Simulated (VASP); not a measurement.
# Au (P6_3/mmc) in VASP: further runs

The runs below take Au through single point, relaxation of cell and atoms, with PBEsol.

Everything below comes from runs of VASP 6.6.1. Logs are shortened: lines on timing, memory, paths and dates and some standing lists are left out, and cuts for length are marked.

### 1 The cell of the first run

Symmetry: P6_3/mmc, No. 194, hexagonal system. Conventional cell: a = 2.877 Å, b = 2.877 Å, c = 9.497 Å, α = 90.00°, β = 90.00°, γ = 120.00°. Within 3.8 Å of Au (site symmetry -3m) lie 12 Au at 2.88 to 2.90 Å. Au (site symmetry -6m2) has 12 Au at 2.88 to 2.90 Å within 3.8 Å.

### 2 Single point, PBEsol

The input, INCAR:

```
ALGO = Fast ; EDIFF = 1E-6
ENCUT = 520 ; GGA = PS
ISIF = 2 ; ISMEAR = 0
LASPH = True ; LCHARG = True
LELF = True ; LREAL = False
LVHAR = True ; LWAVE = False
NBANDS = 30 ; NELM = 100
PREC = Accurate ; SIGMA = 0.1
```

The input, KPOINTS:

```
k-points
0
Gamma
  18 18 6
```

The input, POSCAR:

```
Au
1.0
    2.8774495288      0.0000000000      0.0000000000
   -1.4387247644      2.4919443900      0.0000000000
    0.0000000000      0.0000000000      9.4965223846
Au
4
Direct
    0.0000000000      0.0000000000      0.0000000000
    0.3333333333      0.6666666667      0.2500000000
    0.0000000000      0.0000000000      0.5000000000
    0.6666666667      0.3333333333      0.7500000000
```

Potentials or basis: VASP PAW PBE potentials, release 64 (Au).

Run with:

```
cat potpaw_PBE.64/Au/POTCAR > POTCAR
mpirun -np 1 vasp_std > vasp.out
```

OUTCAR:

```text
EDIFF = 1E-6
   ENCUT = 520
   GGA = PS
   ISIF = 2
   ISMEAR = 0
   LASPH = True
   LREAL = False
   NELM = 100
   PREC = Accurate

 ion  position               nearest neighbor table
   1  0.000  0.000  0.000-   2 2.90   4 2.90   2 2.90   4 2.90   4 2.90   2 2.90
   2  0.333  0.667  0.250-   1 2.90   3 2.90   1 2.90   3 2.90   1 2.90   3 2.90
   3  0.000  0.000  0.500-   2 2.90   4 2.90   2 2.90   4 2.90   4 2.90   2 2.90
   4  0.667  0.333  0.750-   1 2.90   3 2.90   1 2.90   3 2.90   1 2.90   3 2.90

  LATTYP: Found a hexagonal cell.
 ALAT       =     2.8774495288
 C/A-ratio  =     3.3003263097

  Lattice vectors:

 A1 = (   2.8774495288,   0.0000000000,   0.0000000000)
 A2 = (  -1.4387247644,   2.4919443900,   0.0000000000)
 A3 = (   0.0000000000,   0.0000000000,   9.4965223846)

Analysis of symmetry for initial positions (statically):
=====================================================================
 Subroutine PRICEL returns:
 Original cell was already a primitive cell.

 Routine SETGRP: Setting up the symmetry group for a
 hexagonal supercell.

 Subroutine GETGRP returns: Found 24 space group operations
 (whereof 12 operations were pure point group operations)
 out of a pool of 24 trial point group operations.

The static configuration has the point symmetry D_3d.
 The point group associated with its full space group is D_6h.

Analysis of symmetry for dynamics (positions and initial velocities):
=====================================================================
 Subroutine PRICEL returns:
 Original cell was already a primitive cell.

 Routine SETGRP: Setting up the symmetry group for a
 hexagonal supercell.

 Subroutine GETGRP returns: Found 24 space group operations
 (whereof 12 operations were pure point group operations)
 out of a pool of 24 trial point group operations.

The dynamic configuration has the point symmetry D_3d.
 The point group associated with its full space group is D_6h.

 Subroutine INISYM returns: Found 24 space group operations
 (whereof 12 operations are pure point group operations),
 and found     1 'primitive' translations

----------------------------------------------------------------------------------------

                                     Primitive cell

  volume of cell :      68.0943

  direct lattice vectors                    reciprocal lattice vectors
     2.877449529  0.000000000  0.000000000     0.347529988  0.200646532  0.000000000
    -1.438724764  2.491944390  0.000000000     0.000000000  0.401293064  0.000000000
     0.000000000  0.000000000  9.496522385     0.000000000  0.000000000  0.105301705

  length of vectors
     2.877449529  2.877449529  9.496522385     0.401293064  0.401293064  0.105301705

  position of ions in fractional coordinates (direct lattice)
     0.000000000  0.000000000  0.000000000
     0.333333333  0.666666667  0.250000000
     0.000000000  0.000000000  0.500000000
     0.666666667  0.333333333  0.750000000

  ion indices of the primitive-cell ions
   primitive index   ion index
                 1           1
                 2           2
                 3           3
                 4           4

----------------------------------------------------------------------------------------

 KPOINTS: k-points

Automatic generation of k-mesh.
 Grid dimensions read from file:
 generate k-points for:   18   18    6

 Generating k-lattice:

  Cartesian coordinates                     Fractional coordinates (reciprocal lattice)
     0.019307222  0.011147030  0.000000000     0.055555556  0.000000000  0.000000000
     0.000000000  0.022294059  0.000000000     0.000000000  0.055555556  0.000000000
     0.000000000  0.000000000  0.017550284     0.000000000  0.000000000  0.166666667

  Length of vectors
     0.022294059  0.022294059  0.017550284

  Shift w.r.t. Gamma in fractional coordinates (k-lattice)
     0.000000000  0.000000000  0.000000000

 Subroutine IBZKPT returns following result:
 ===========================================

 Found    148 irreducible k-points:

 Following reciprocal coordinates:
            Coordinates               Weight
  0.000000  0.000000  0.000000      1.000000
  0.055556  0.000000  0.000000      6.000000
  0.111111  0.000000  0.000000      6.000000
  0.166667  0.000000  0.000000      6.000000
  0.222222  0.000000  0.000000      6.000000
  0.277778 -0.000000  0.000000      6.000000
[... 16 lines left out ...]
  0.333333  0.111111  0.000000     12.000000
  0.388889  0.111111  0.000000     12.000000
 [... further k-points ...]
   k-points           NKPTS =    148   k-points in BZ     NKDIM =    148   number of bands    NBANDS=     30
   number of dos      NEDOS =    301   number of ions     NIONS =      4
   total plane-waves  NPLWV =  41472
   dimension x,y,z NGX =    24 NGY =   24 NGZ =   72
   dimension x,y,z NGXF=    48 NGYF=   48 NGZF=  144
   ions per type =               4
   NGX,Y,Z   is equivalent  to a cutoff of  13.87, 13.87, 12.60 a.u.
   NGXF,Y,Z  is equivalent  to a cutoff of  27.73, 27.73, 25.21 a.u.
 SYSTEM =  unknown system
   PREC   = accura    normal or accurate (medium, high low for compatibility)
   ISTART =      0    job   : 0-new  1-cont  2-samecut
   ICHARG =      2    charge: 1-file 2-atom 10-const
   ISPIN  =      1    spin polarized calculation?
   LNONCOLLINEAR =      F non collinear calculations
   LSORBIT =      F    spin-orbit coupling
   LASPH  =      T    aspherical Exc in radial PAW
   ENCUT  =  520.0 eV  38.22 Ry    6.18 a.u.   5.35  5.35 17.66*2*pi/ulx,y,z
   NELM   =    100;   NELMIN=  2; NELMDL= -5     # of ELM steps
   EDIFF  = 0.1E-05   stopping-criterion for ELM
   LREAL  =      F    real-space projection
   EDIFFG = 0.1E-04   stopping-criterion for IOM
   NSW    =      0    number of steps for IOM
   IBRION =     -1    ionic relax: 0-MD 1-quasi-New 2-CG
   NFREE  =      0    steps in history (QN), initial steepest desc. (CG)
   ISIF   =      2    stress and relaxation
   ISYM   =      2    0-nonsym 1-usesym 2-fastsym
   POTIM  = 0.5000    time-step for ionic-motion
   TEBEG  =    0.0;   TEEND  =   0.0 temperature during run
   PSTRESS=    0.0 pullay stress
   NELECT =      44.0000    total number of electrons
   NUPDOWN=      -1.0000    fix difference up-down
   EMIN   =  10.00;   EMAX   =-10.00  energy-range for DOS
   EFERMI =   0.00;   METHOD = LEGACY
   ISMEAR =     0;   SIGMA  =   0.10  broadening in eV -4-tet -1-fermi 0-gaus
   EFERMI_NEDOS =   21; number of points for ismear=-14 and -15
   IALGO  =     68    algorithm
   IMIX   =      4    mixing-type and parameters
     AMIX     =   0.40;   BMIX     =  1.00
     AMIX_MAG =   1.60;   BMIX_MAG =  1.00
  volume/ion in A,a.u.               =      17.02       114.88
  Fermi-wavevector in a.u.,A,eV,Ry     =   1.415323  2.674572 27.254356  2.003139
  Thomas-Fermi vector in A             =   2.536773
   LORBIT       =      0    0 simple, 1 ext, 2 COOP (PROOUT), +10 PAW based schemes
   GGA     = PS    functional components
   LHFCALC =     F    Hartree Fock is set to
   AEXX    =    0.0000 exact exchange contribution
   IVDW    =     0    specifies the selected vdW correction
   LEPSILON=     F    determine dielectric tensor
   LRPA    =     F    only Hartree local field effects (RPA)
 non-spin polarized calculation
 RMM-DIIS sequential band-by-band and
 Gauss-broadening in eV      SIGMA  =   0.10
  energy-cutoff  :      520.00
  volume of cell :       68.09
 maximum number of plane-waves:      1859
 NGX is ok and might be reduce to    24
   NGX = 11   NGY = 11   NGZ = 35

 number of electron      44.0000009 magnetization

 Free energy of the ion-electron system (eV)
  ---------------------------------------------------
  ext. energy  EPLUGINS =         0.00000000
  ---------------------------------------------------
  free energy    TOTEN  =       -15.68104378 eV

  energy without entropy =      -15.67522867  energy(sigma->0) =      -15.67813623

 E-fermi :   9.2251     XC(G=0): -12.8911

 val. band max:        9.2100614243   @ k =   0.3333   0.1667   0.5000
 cond. band min:       9.2255621187   @ k =   0.2222   0.2222   0.0000
 fundamental gap:      0.0155006944
 Fermi energy:         9.2250867760

 k-point     1 :       0.0000    0.0000    0.0000
  band No.  band energies     occupation
      1      -0.6368      2.00000
      2       1.1284      2.00000
      3       1.1393      2.00000
      4       1.9188      2.00000
      5       4.4425      2.00000
      6       4.4527      2.00000
[... 22 lines left out ...]
     29      23.6770      0.00000
     30      24.6982      0.00000

 k-point     2 :       0.0556    0.0000    0.0000
  band No.  band energies     occupation
      1      -0.5398      2.00000
      2       1.2206      2.00000
      3       1.2314      2.00000
      4       1.9996      2.00000
      5       4.3234      2.00000
      6       4.3949      2.00000
[... 22 lines left out ...]
     29      23.7537      0.00000
     30      24.7143      0.00000

 k-point     3 :       0.1111    0.0000    0.0000
  band No.  band energies     occupation
      1      -0.2547      2.00000
      2       1.4838      2.00000
      3       1.4941      2.00000
      4       2.2277      2.00000
      5       4.0886      2.00000
      6       4.2460      2.00000
[... 22 lines left out ...]
     29      23.9089      0.00000
     30      24.3168      0.00000

 k-point     4 :       0.1667    0.0000    0.0000
  band No.  band energies     occupation
      1       0.1980      2.00000
      2       1.8657      2.00000
      3       1.8748      2.00000
      4       2.5508      2.00000
      5       3.8497      2.00000
      6       4.0539      2.00000
[... 22 lines left out ...]
     29      23.3597      0.00000
     30      23.4094      0.00000

 k-point     5 :       0.2222    0.0000    0.0000
  band No.  band energies     occupation
      1       0.7742      2.00000
      2       2.2382      2.00000
      3       2.2458      2.00000
      4       2.8431      2.00000
      5       3.6775      2.00000
      6       3.8479      2.00000
[... 22 lines left out ...]
     29      22.1438      0.00000
     30      22.2035      0.00000
[... 526 lines left out ...]
     29      20.3842      0.00000
     30      21.8330      0.00000

 k-point    22 :       0.2778    0.1111    0.0000
  band No.  band energies     occupation
      1       2.1170      2.00000
      2       2.5845      2.00000
      3       2.7624      2.00000
      4       3.0191      2.00000
      5       3.5653      2.00000
      6       3.5846      2.00000
[... 22 lines left out ...]
     29      19.2581      0.00000
     30      21.6283      0.00000

 k-point    23 :       0.3333    0.1111    0.0000
  band No.  band energies     occupation
      1       2.2552      2.00000
      2       2.4738      2.00000
      3       2.7879      2.00000
      4       3.0570      2.00000
      5       3.4359      2.00000
      6       3.5001      2.00000
[... 22 lines left out ...]
     29      18.2422      0.00000
     30      20.3598      0.00000

 k-point    24 :       0.3889    0.1111    0.0000
  band No.  band energies     occupation
      1       2.2497      2.00000
      2       2.3819      2.00000
      3       2.7040      2.00000
      4       3.0949      2.00000
      5       3.3310      2.00000
      6       3.5783      2.00000
[... 22 lines left out ...]
     29      17.4040      0.00000
     30      19.1208      0.00000

 [... further k-points ...]
[... 5 lines left out ...]
  --------------------------------------------------------------------------------------
  -------------------------------------------------------------------------------------
  Total       -0.1367581     -0.1367581     -0.1457620     -0.0000000     -0.0000000      0.0000000
  in kB       -3.2177554     -3.2177554     -3.4296055     -0.0000000     -0.0000000      0.0000000
  external PRESSURE =      -3.2883721 kB  Pullay stress =       0.0000000 kB

 VOLUME and BASIS-vectors are now :
 -----------------------------------------------------------------------------
  energy-cutoff  :      520.00
  volume of cell :       68.09
      direct lattice vectors                 reciprocal lattice vectors
     2.877449529  0.000000000  0.000000000     0.347529988  0.200646532  0.000000000
    -1.438724764  2.491944390  0.000000000     0.000000000  0.401293064  0.000000000
     0.000000000  0.000000000  9.496522385     0.000000000  0.000000000  0.105301705

 POSITION                                       TOTAL-FORCE (eV/Angst)
 -----------------------------------------------------------------------------------
      0.00000      0.00000      0.00000         0.000000      0.000000     -0.000000
     -0.00000      1.66130      2.37413        -0.000000     -0.000000     -0.000000
      0.00000      0.00000      4.74826         0.000000      0.000000     -0.000000
      1.43872      0.83065      7.12239         0.000000      0.000000      0.000000
 -----------------------------------------------------------------------------------
    total drift:                               -0.000000      0.000000      0.000000

  FREE ENERGIE OF THE ION-ELECTRON SYSTEM (eV)
  ---------------------------------------------------
  free  energy   TOTEN  =       -15.6810437830 eV

  energy  without entropy=      -15.6752286704  energy(sigma->0) =      -15.67813623
```

It took 2 min on 1 thread of Intel Xeon 6975P-C (Granite Rapids), shared host; peak memory 0.35 GiB.

Results:

```yaml
Free_energy: -15.6810 eV
Pressure: -0.3 GPa
Band_gap_on_the_k_mesh: zero (band 22 reaches 12.18 eV, above the bottom of band 23 at 7.00 eV)
```

Caveat: the PAW data sets were made with another functional, which shifts forces and pressure a little; spin-orbit coupling is left out, which moves the levels of the heavy elements.

### 3 Relaxation of cell and atoms, PBEsol

The input, INCAR:

```
PREC     = Accurate       # precision mode
ENCUT    = 600            # plane-wave cutoff, eV
EDIFF    = 1E-6           # SCF threshold, eV
ISMEAR   = 0              # smearing method
SIGMA    = 0.1            # smearing width, eV
LREAL    = False          # projectors in reciprocal space
LASPH    = True           # aspherical terms in the spheres
NELM     = 60             # most SCF steps
ALGO     = Fast           # electronic algorithm
ISIF     = 3              # what is computed and relaxed
LWAVE    = False          # write WAVECAR
LCHARG   = False          # write CHGCAR
GGA      = PS             # functional
IBRION   = 2              # ionic algorithm
NSW      = 80             # ionic steps
EDIFFG   = -0.01          # ionic threshold
```

The input, KPOINTS:

```
Automatic mesh
0
Gamma
  18 18 6
```

The input, POSCAR:

```
Au
1.0
    2.8852881432      0.0000000000      0.0000000000
   -1.4426440716      2.4987328292      0.0000000000
    0.0000000000      0.0000000000      9.4374038033
Au
4
Direct
    0.0000000000      0.0000000000      0.0000000000
    0.3333333333      0.6666666667      0.2500000000
    0.0000000000      0.0000000000      0.5000000000
    0.6666666667      0.3333333333      0.7500000000
```

Potentials or basis: VASP PAW PBE potentials, release 64 (Au).

Run with:

```
cat potpaw_PBE.64/Au/POTCAR > POTCAR
mpirun -np 1 vasp_std > vasp.out
```

Run time: 26 min. Hardware: 1 thread of AMD EPYC 7R43 (Zen 3), shared host; peak memory 0.35 GiB.

It converged, with:

```
Free energy                            : -15.6807 eV
Relaxed volume                         : 17.01 Å³/atom
Relaxed cell                           : a = 2.877 Å, b = 2.877 Å, c = 9.491 Å, α = 90.00°, β = 90.00°, γ = 120.00°
Space group after relaxing (to 0.05 Å) : P6_3/mmc (No. 194)
Energy gained by relaxing              : 0.2 meV/atom
Ionic steps                            : 6
Pressure after relaxing                : 0.0 GPa
Band gap on the k mesh                 : zero (band 22 reaches 12.20 eV, above the bottom of band 23 at 7.01 eV)
```

The path:
```tsv
step	energy change (eV)	largest force (eV/Å)	pressure (GPa)	volume (Å³)
1	0.0000	0.0000	-0.04	68.04
2	-0.0007	0.0000	0.03	68.00
3	-0.0009	0.0000	0.14	67.96
4	-0.0009	0.0000	0.16	67.95
5	-0.0008	0.0000	-0.37	68.15
6	-0.0009	0.0000	0.03	68.02
```

Final structure:
```yaml
crystal:
  lattice:
    - [2.87672, 0.00000, 0.00000]
    - [-1.43836, 2.49131, 0.00000]
    - [0.00000, 0.00000, 9.49105]
  atoms:
    - { symbol: Au, position: [0.00000, 0.00000, 0.00000] }
    - { symbol: Au, position: [0.33333, 0.66667, 0.25000] }
    - { symbol: Au, position: [0.00000, 0.00000, 0.50000] }
    - { symbol: Au, position: [0.66667, 0.33333, 0.75000] }
```

Levels at points of the mesh, in eV from the Fermi level:
```
           k point  band 18  band 19  band 20  band 21  band 22  band 23  band 24  band 25  band 26
(0.00, 0.00, 0.00)    -2.89    -2.89    -2.58    -2.58    -1.98    -1.98    -1.04     2.98    10.97
(0.50, 0.00, 0.00)    -1.67    -1.64    -1.63    -0.57     0.24     1.14     1.43     3.70     3.93
(0.00, 0.00, 0.50)    -3.15    -3.15    -3.15    -2.23    -2.23    -2.23    -2.23     6.15     6.15
(0.50, 0.00, 0.50)    -1.82    -1.66    -1.66     0.30     0.30     1.28     1.28     4.22     4.22
```

Caveat: the PAW data sets were made with another functional, which shifts forces and pressure a little; spin-orbit coupling is left out, which moves the levels of the heavy elements.
